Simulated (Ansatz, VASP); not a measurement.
## GaSb: VASP beside Ansatz

POSCAR

```
GaSb
1.0
    0.0000000000      3.0590000000      3.0590000000
    3.0590000000      0.0000000000      3.0590000000
    3.0590000000      3.0590000000      0.0000000000
Sb Ga
1 1
Direct
    0.2500000000      0.2500000000      0.2500000000
    0.0000000000      0.0000000000      0.0000000000
```

File INCAR.step1:

```
SYSTEM = GaSb
PREC = Accurate
ENCUT = 520
EDIFF = 1E-5
ISMEAR = 0
SIGMA = 0.02
LREAL = .FALSE.
LASPH = .TRUE.
NELM = 60
ALGO = Normal
ISIF = 2
LWAVE = .TRUE.
NBANDS = 16
GGA = PE
```

File INCAR.step2:

```
SYSTEM = GaSb
PREC = Accurate
ENCUT = 520
EDIFF = 1E-6
ISMEAR = 0
SIGMA = 0.02
LREAL = .FALSE.
LASPH = .TRUE.
NELM = 60
ALGO = Normal
ISIF = 2
LWAVE = .FALSE.
LCHARG = .TRUE.
GGA = PE
LHFCALC = .TRUE.
AEXX = 0.25
PRECFOCK = Normal
IVDW = 13
LELF = .TRUE.
LVHAR = .TRUE.
NBANDS = 16
ISTART = 1
```

Contents of KPOINTS:

```
regular mesh
0
G
  4 4 4
  0 0 0
```

input.yaml

```yaml
crystal:
  lattice:
    - [0.0, 3.059, 3.059]
    - [3.059, 0.0, 3.059]
    - [3.059, 3.059, 0.0]
  atoms:
    - { symbol: Sb, position: [0.25, 0.25, 0.25] }
    - { symbol: Ga, position: [0.0, 0.0, 0.0] }
hamiltonian:
  xc: pbe0
  pseudopotentials: { kind: paw }
  dispersion: d4
kpoints:
  mp_grid: { grid: [4, 4, 4] }
scf:
  occupations: { method: gaussian, width: 0.02 }
  n_extra_bands: 6
output:
  forces: true
  stress: true
  eigenvalues: true
  dos: { projected: true, de: 0.05 }
```

Alike in both runs: functional PBE0; dispersion D4; k mesh 4 × 4 × 4; occupations gaussian, width 0.02 eV; no spin polarisation.

|  | VASP | Ansatz |
| --- | --- | --- |
| version | VASP 6.6.1 | Ansatz 0.2.0 |
| potentials or method | VASP PAW PBE potentials, release 64 (Sb, Ga_d) | Ansatz PAW |
| plane-wave cutoff (eV) | 520 | 420 |
| valence electrons in the cell | 18 | 28 |
| task | single point | projected density of states |

Ansatz gave:

| Quantity | Value |
| --- | --- |
| gap on the k mesh at the Fermi level (eV) | 1.52 |
| least direct gap on the mesh (eV) | 1.52 |
| pressure (GPa) | -1.7 |

Task: Estimate VASP's values.

Result: gap on the k mesh at the Fermi level (eV): 1.60; least direct gap on the mesh (eV): 1.60; pressure (GPa): -2.3.

VASP's potentials hold 18 valence electrons a cell and Ansatz's 28, so a difference there can come from the potentials and not from the codes.

The k mesh is coarse, so the values compare programs but aren't converged. Neither program's run includes spin-orbit coupling.
